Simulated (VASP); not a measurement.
# Ta2Sn (I4/mmm) in VASP: relaxation of cell and atoms with PBE

Aim: the relaxation of cell and atoms of Ta2Sn with PBE.

All numbers are computed with VASP 6.6.1; they aren't measurements. Logs are shortened: lines on timing, memory, paths and dates and some standing lists are left out, and cuts for length are marked.

## (1) The cell of the first run

Symmetry: I4/mmm, No. 139, tetragonal system. The conventional cell has a = 3.562 Å, b = 3.562 Å, c = 9.104 Å, α = 90.00°, β = 90.00°, γ = 90.00°. Within 3.8 Å of Ta (site symmetry 4mm) lie 9 Ta at 2.88 to 3.56 Å and 5 Sn at 2.97 to 2.98 Å. Within 3.9 Å of Sn (site symmetry 4/mmm) lie 10 Ta at 2.97 to 2.98 Å and 4 Sn at 3.56 Å.

## (2) Relaxation of cell and atoms, PBE

INCAR reads:

```
ALGO = Fast
EDIFF = 1E-6
EDIFFG = -0.01
ENCUT = 600
GGA = PE
IBRION = 2
ISIF = 3
ISMEAR = 0
LASPH = True
LCHARG = False
LREAL = False
LWAVE = False
NELM = 100
NSW = 100
PREC = Accurate
SIGMA = 0.1
```

KPOINTS reads:

```
k-points
0
Gamma
  18 18 18
```

POSCAR reads:

```
Ta2Sn
1.0
   -1.7809742153      1.7809742153      4.5521233298
    1.7809742153     -1.7809742153      4.5521233298
    1.7809742153      1.7809742153     -4.5521233298
Ta Sn
2 1
Direct
    0.6730984040      0.6730984040      0.0000000000
    0.3269015960      0.3269015960      0.0000000000
    0.0000000000      0.0000000000      0.0000000000
```

Potentials or basis: VASP PAW PBE potentials, release 64 (Ta_pv, Sn_d).

Run with:

```console
$ cat potpaw_PBE.64/Ta_pv/POTCAR potpaw_PBE.64/Sn_d/POTCAR > POTCAR
$ mpirun -np 1 vasp_std > vasp.out
```

OUTCAR:

```text
EDIFF = 1E-6
   EDIFFG = -0.01
   ENCUT = 600
   GGA = PE
   IBRION = 2
   ISIF = 3
   ISMEAR = 0
   LASPH = True
   LREAL = False
   NELM = 100
   NSW = 100
   PREC = Accurate

 ion  position               nearest neighbor table
   1  0.673  0.673  0.000-   2 2.88   2 2.88   2 2.88   2 2.88   3 2.97   3 2.97   3 2.97   3 2.97
                             3 2.98   2 3.15
   2  0.327  0.327  0.000-   1 2.88   1 2.88   1 2.88   1 2.88   3 2.97   3 2.97   3 2.97   3 2.97
                             3 2.98   1 3.15
   3  0.000  0.000  0.000-   1 2.97   2 2.97   1 2.97   2 2.97   1 2.97   2 2.97   2 2.97   1 2.97
                             1 2.98   2 2.98

  LATTYP: Found a body centered tetragonal cell.
 ALAT       =     3.5619484306
 C/A-ratio  =     2.5559737422

  Lattice vectors:

 A1 = (  -1.7809742153,   1.7809742153,   4.5521233298)
 A2 = (   1.7809742153,  -1.7809742153,   4.5521233298)
 A3 = (   1.7809742153,   1.7809742153,  -4.5521233298)

Analysis of symmetry for initial positions (statically):
=====================================================================
 Subroutine PRICEL returns:
 Original cell was already a primitive cell.

 Routine SETGRP: Setting up the symmetry group for a
 body centered tetragonal supercell.

 Subroutine GETGRP returns: Found 16 space group operations
 (whereof 16 operations were pure point group operations)
 out of a pool of 16 trial point group operations.

The static configuration has the point symmetry D_4h.

Analysis of symmetry for dynamics (positions and initial velocities):
=====================================================================
 Subroutine PRICEL returns:
 Original cell was already a primitive cell.

 Routine SETGRP: Setting up the symmetry group for a
 body centered tetragonal supercell.

 Subroutine GETGRP returns: Found 16 space group operations
 (whereof 16 operations were pure point group operations)
 out of a pool of 16 trial point group operations.

The dynamic configuration has the point symmetry D_4h.

 Subroutine INISYM returns: Found 16 space group operations
 (whereof 16 operations are pure point group operations),
 and found     1 'primitive' translations

----------------------------------------------------------------------------------------

                                     Primitive cell

  volume of cell :      57.7550

  direct lattice vectors                    reciprocal lattice vectors
    -1.780974215  1.780974215  4.552123330     0.000000000  0.280745221  0.109838852
     1.780974215 -1.780974215  4.552123330     0.280745221  0.000000000  0.109838852
     1.780974215  1.780974215 -4.552123330     0.280745221  0.280745221  0.000000000

  length of vectors
     5.202457604  5.202457604  5.202457604     0.301467167  0.301467167  0.397033699

  position of ions in fractional coordinates (direct lattice)
     0.673098404  0.673098404  0.000000000
     0.326901596  0.326901596  0.000000000
     0.000000000  0.000000000  0.000000000

  ion indices of the primitive-cell ions
   primitive index   ion index
                 1           1
                 2           2
                 3           3

----------------------------------------------------------------------------------------

 KPOINTS: k-points

Automatic generation of k-mesh.
 Grid dimensions read from file:
 generate k-points for:   18   18   18

 Generating k-lattice:

  Cartesian coordinates                     Fractional coordinates (reciprocal lattice)
     0.000000000  0.015596957  0.006102158     0.055555556 -0.000000000  0.000000000
     0.015596957  0.000000000  0.006102158    -0.000000000  0.055555556  0.000000000
     0.015596957  0.015596957  0.000000000     0.000000000  0.000000000  0.055555556

  Length of vectors
     0.016748176  0.016748176  0.022057428

  Shift w.r.t. Gamma in fractional coordinates (k-lattice)
     0.000000000  0.000000000  0.000000000

 Subroutine IBZKPT returns following result:
 ===========================================

 Found    480 irreducible k-points:

 Following reciprocal coordinates:
            Coordinates               Weight
  0.000000  0.000000  0.000000      1.000000
  0.055556 -0.000000  0.000000      8.000000
  0.111111 -0.000000  0.000000      8.000000
  0.166667  0.000000  0.000000      8.000000
  0.222222 -0.000000  0.000000      8.000000
  0.277778 -0.000000  0.000000      8.000000
[... 16 lines left out ...]
 -0.277778  0.055556 -0.000000     16.000000
 -0.222222  0.055556 -0.000000     16.000000
 [... further k-points ...]
   k-points           NKPTS =    480   k-points in BZ     NKDIM =    480   number of bands    NBANDS=     22
   number of dos      NEDOS =    301   number of ions     NIONS =      3
   total plane-waves  NPLWV =  74088
   dimension x,y,z NGX =    42 NGY =   42 NGZ =   42
   dimension x,y,z NGXF=    84 NGYF=   84 NGZF=   84
   ions per type =               2   1
   NGX,Y,Z   is equivalent  to a cutoff of  13.42, 13.42, 13.42 a.u.
   NGXF,Y,Z  is equivalent  to a cutoff of  26.84, 26.84, 26.84 a.u.
 SYSTEM =  unknown system
   PREC   = accura    normal or accurate (medium, high low for compatibility)
   ISTART =      0    job   : 0-new  1-cont  2-samecut
   ICHARG =      2    charge: 1-file 2-atom 10-const
   ISPIN  =      1    spin polarized calculation?
   LNONCOLLINEAR =      F non collinear calculations
   LSORBIT =      F    spin-orbit coupling
   LASPH  =      T    aspherical Exc in radial PAW
   ENCUT  =  600.0 eV  44.10 Ry    6.64 a.u.  10.39 10.39 10.39*2*pi/ulx,y,z
   NELM   =    100;   NELMIN=  2; NELMDL= -5     # of ELM steps
   EDIFF  = 0.1E-05   stopping-criterion for ELM
   LREAL  =      F    real-space projection
   EDIFFG = -.1E-01   stopping-criterion for IOM
   NSW    =    100    number of steps for IOM
   IBRION =      2    ionic relax: 0-MD 1-quasi-New 2-CG
   NFREE  =      1    steps in history (QN), initial steepest desc. (CG)
   ISIF   =      3    stress and relaxation
   ISYM   =      2    0-nonsym 1-usesym 2-fastsym
   POTIM  = 0.5000    time-step for ionic-motion
   TEBEG  =    0.0;   TEEND  =   0.0 temperature during run
   PSTRESS=    0.0 pullay stress
   NELECT =      36.0000    total number of electrons
   NUPDOWN=      -1.0000    fix difference up-down
   EMIN   =  10.00;   EMAX   =-10.00  energy-range for DOS
   EFERMI =   0.00;   METHOD = LEGACY
   ISMEAR =     0;   SIGMA  =   0.10  broadening in eV -4-tet -1-fermi 0-gaus
   EFERMI_NEDOS =   21; number of points for ismear=-14 and -15
   IALGO  =     68    algorithm
   IMIX   =      4    mixing-type and parameters
     AMIX     =   0.40;   BMIX     =  1.00
     AMIX_MAG =   1.60;   BMIX_MAG =  1.00
  volume/ion in A,a.u.               =      19.25       129.92
  Fermi-wavevector in a.u.,A,eV,Ry     =   1.398447  2.642681 26.608275  1.955653
  Thomas-Fermi vector in A             =   2.521604
   LORBIT       =      0    0 simple, 1 ext, 2 COOP (PROOUT), +10 PAW based schemes
   GGA     = PE    functional components
   LHFCALC =     F    Hartree Fock is set to
   AEXX    =    0.0000 exact exchange contribution
   IVDW    =     0    specifies the selected vdW correction
   LEPSILON=     F    determine dielectric tensor
   LRPA    =     F    only Hartree local field effects (RPA)
 conjugate gradient relaxation of ions
 non-spin polarized calculation
 RMM-DIIS sequential band-by-band and
 Gauss-broadening in eV      SIGMA  =   0.10
  energy-cutoff  :      600.00
  volume of cell :       57.75
 maximum number of plane-waves:      1950
 NGX is ok and might be reduce to    42
   NGX = 21   NGY = 21   NGZ = 21

--------------------------------------- Ionic step        1  -------------------------------------------

 number of electron      36.0000001 magnetization

 Free energy of the ion-electron system (eV)
  ---------------------------------------------------
  ext. energy  EPLUGINS =         0.00000000
  ---------------------------------------------------
  free energy    TOTEN  =       -27.48324369 eV

  energy without entropy =      -27.47682466  energy(sigma->0) =      -27.48003417

------------------------ aborting loop because EDIFF is reached ----------------------------------------

  FORCE on cell =-STRESS in cart. coord.  units (eV):
  Direction    XX          YY          ZZ          XY          YZ          ZX
  --------------------------------------------------------------------------------------
  -------------------------------------------------------------------------------------
  Total        0.0660148      0.0660148      0.3127693      0.0000000      0.0000000     -0.0000000
  in kB        1.8313119      1.8313119      8.6765181      0.0000000      0.0000000     -0.0000000
  external PRESSURE =       4.1130473 kB  Pullay stress =       0.0000000 kB
[... 133 lines left out ...]
  energy  without entropy=      -27.4785904731  energy(sigma->0) =      -27.48184345

--------------------------------------- Ionic step        5  -------------------------------------------

 number of electron      36.0000001 magnetization

 Free energy of the ion-electron system (eV)
  ---------------------------------------------------
  ext. energy  EPLUGINS =         0.00000000
  ---------------------------------------------------
  free energy    TOTEN  =       -27.48510474 eV

  energy without entropy =      -27.47859768  energy(sigma->0) =      -27.48185121

 E-fermi :   7.8861     XC(G=0): -12.1889

 val. band max:        7.8799771175   @ k =  -0.2778   0.3333   0.0556
 cond. band min:       7.8875057325   @ k =   0.2222   0.0556   0.0000
 fundamental gap:      0.0075286150
 Fermi energy:         7.8861255826

 k-point     1 :       0.0000    0.0000    0.0000
  band No.  band energies     occupation
      1     -26.6672      2.00000
      2     -26.6672      2.00000
      3     -26.6306      2.00000
      4     -26.2677      2.00000
      5     -26.2095      2.00000
      6     -26.2095      2.00000
[... 574 lines left out ...]
      6     -26.2171      2.00000
[... 14 lines left out ...]
     21       9.7940      0.00000
     22      11.2851      0.00000

 [... further k-points ...]

------------------------ aborting loop because EDIFF is reached ----------------------------------------

  FORCE on cell =-STRESS in cart. coord.  units (eV):
  Direction    XX          YY          ZZ          XY          YZ          ZX
  --------------------------------------------------------------------------------------
  -------------------------------------------------------------------------------------
  Total        0.0130993      0.0130993     -0.0018651      0.0000000     -0.0000000      0.0000000
  in kB        0.3623870      0.3623870     -0.0515977      0.0000000     -0.0000000      0.0000000
  external PRESSURE =       0.2243921 kB  Pullay stress =       0.0000000 kB
[... 18 lines left out ...]
  FREE ENERGIE OF THE ION-ELECTRON SYSTEM (eV)
  ---------------------------------------------------
  free  energy   TOTEN  =       -27.4851047380 eV

  energy  without entropy=      -27.4785976799  energy(sigma->0) =      -27.48185121

 reached required accuracy - stopping structural energy minimisation
```

It took 1.9 h on 1 thread of Oxide Virtual Turin-like, shared host; peak memory 0.81 GiB.

What came out:

| Property | Result |
| --- | --- |
| Free energy | -27.4851 eV |
| Relaxed volume | 19.30 Å³/atom |
| Relaxed cell | a = 5.221 Å, b = 5.221 Å, c = 5.221 Å, α = 140.15°, β = 140.15°, γ = 57.62° |
| Space group after relaxing (to 0.1 Å) | I4/mmm (No. 139) |
| Energy gained by relaxing | 0.6 meV/atom |
| Ionic steps | 5 |
| Pressure after relaxing | 0.0 GPa |
| Largest force after relaxing | 0.007 eV/Å |
| Band gap on the k mesh | zero (bands 18 and 19 overlap by 1.01 eV) |

Forces on the atoms (eV/Å):
```
Ta   0.000  0.000  0.007
Ta   0.000  0.000 -0.007
Sn   0.000  0.000  0.000
```

Step by step:
| step | energy change (eV) | largest force (eV/Å) | pressure (GPa) | volume (Å³) |
| --- | --- | --- | --- | --- |
| 1 | 0.0000 | 0.1132 | 0.41 | 57.75 |
| 2 | -0.0009 | 0.0738 | -0.75 | 58.17 |
| 3 | -0.0011 | 0.0859 | -0.41 | 58.05 |
| 4 | -0.0019 | 0.0042 | 0.10 | 57.90 |
| 5 | -0.0019 | 0.0072 | 0.02 | 57.91 |

Final structure:
```xyz
3
Lattice="-1.7791 1.7791 4.5744 1.7791 -1.7791 4.5744 1.7791 1.7791 -4.5744" Properties=species:S:1:pos:R:3 pbc="T T T"
Ta    0.0000    0.0000    6.1681
Ta    0.0000    0.0000    2.9806
Sn    0.0000    0.0000    0.0000
```

Caveat: spin-orbit coupling is left out, which moves the levels of the heavy elements.
